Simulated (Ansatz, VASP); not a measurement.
## One calculation of CdO5, two programs

File INCAR:

```
SYSTEM = CdO5
ALGO = Normal ; EDIFF = 1E-6
EDIFFG = -0.04 ; ENCUT = 600
GGA = PE ; IBRION = 2
ISIF = 3 ; ISMEAR = 0
ISPIN = 2 ; LASPH = .True.
LCHARG = .False. ; LORBIT = 11
LREAL = .False. ; LWAVE = .False.
MAGMOM = 0 1 1 1 1 1 ; NELM = 150
NSW = 90 ; PREC = Accurate
SIGMA = 0.1
```

KPOINTS

```
k-points
0
Gamma
  4 4 4
  0 0 0
```

File POSCAR:

```
CdO5
1.0
    0.0000000000      3.2639355000      3.2639355000
    3.2639355000      0.0000000000      3.2639355000
    3.2639355000      3.2639355000      0.0000000000
Cd O
1 5
Direct
    0.0000000000      0.0000000000      0.0000000000
    0.2500000000      0.2500000000      0.2500000000
    0.1250000000      0.6250000000      0.6250000000
    0.6250000000      0.6250000000      0.6250000000
    0.6250000000      0.1250000000      0.6250000000
    0.6250000000      0.6250000000      0.1250000000
```

Input for Ansatz:

```yaml
crystal:
  lattice:
    - [0.0, 3.2639355, 3.2639355]
    - [3.2639355, 0.0, 3.2639355]
    - [3.2639355, 3.2639355, 0.0]
  atoms:
    - { symbol: Cd, position: [0.0, 0.0, 0.0] }
    - { symbol: O, position: [0.25, 0.25, 0.25], spin: 1.0 }
    - { symbol: O, position: [0.125, 0.625, 0.625], spin: 1.0 }
    - { symbol: O, position: [0.625, 0.625, 0.625], spin: 1.0 }
    - { symbol: O, position: [0.625, 0.125, 0.625], spin: 1.0 }
    - { symbol: O, position: [0.625, 0.625, 0.125], spin: 1.0 }
basis:
  ecutwfc: 420
kpoints:
  mp_grid: { grid: [4, 4, 4] }
hamiltonian:
  xc: pbe
scf:
  occupations: { method: gaussian, width: 0.1 }
  lower_state_search: "off"
output:
  forces: true
  stress: true
  eigenvalues: true
  populations: true
magnetization:
  spin_polarized: true
relax:
  adjacent_minimum: "off"
  f_tol: 0.04
  max_steps: 70
  cell: { stress_tol: 0.4 }
```

Change from the starting cell: species swapped into the ZrCu5 type (F-43m, No. 216).

Alike in both runs: task relaxation of cell and atoms; functional PBE; k mesh 4 × 4 × 4; occupations gaussian, width 0.1 eV; collinear spin.

|  | VASP | Ansatz |
| --- | --- | --- |
| version | VASP 6.6.1 | Ansatz 0.2.0 |
| potentials or method | VASP PAW PBE potentials, release 64 (Cd, O), cutoff 600 eV | scalar-relativistic, plane waves, PAW |
| valence electrons in the cell | 42 | 50 |

```tsv
	VASP	Ansatz	Ansatz less VASP
gap on the k mesh at the Fermi level, each at its own relaxed structure (eV)	none	none	-
net moment per atom (μB)	0.80	0.81	+0.005
size of the moment on the site where the two differ most (μB)	1.27	1.49	+0.217
relaxed volume (Å³/atom)	10.22	10.26	+0.044
relaxed cell length with the largest relative difference (Å)	4.426	4.433	+0.0064
```

Site moments also hang on the region over which each program counts them. A gap of «none» marks a metal or a gap that the smearing closes. VASP's potentials hold 42 valence electrons a cell and Ansatz's 50, so a difference there can come from the potentials and not from the codes.

The k mesh is coarse, so the values compare programs but aren't converged.
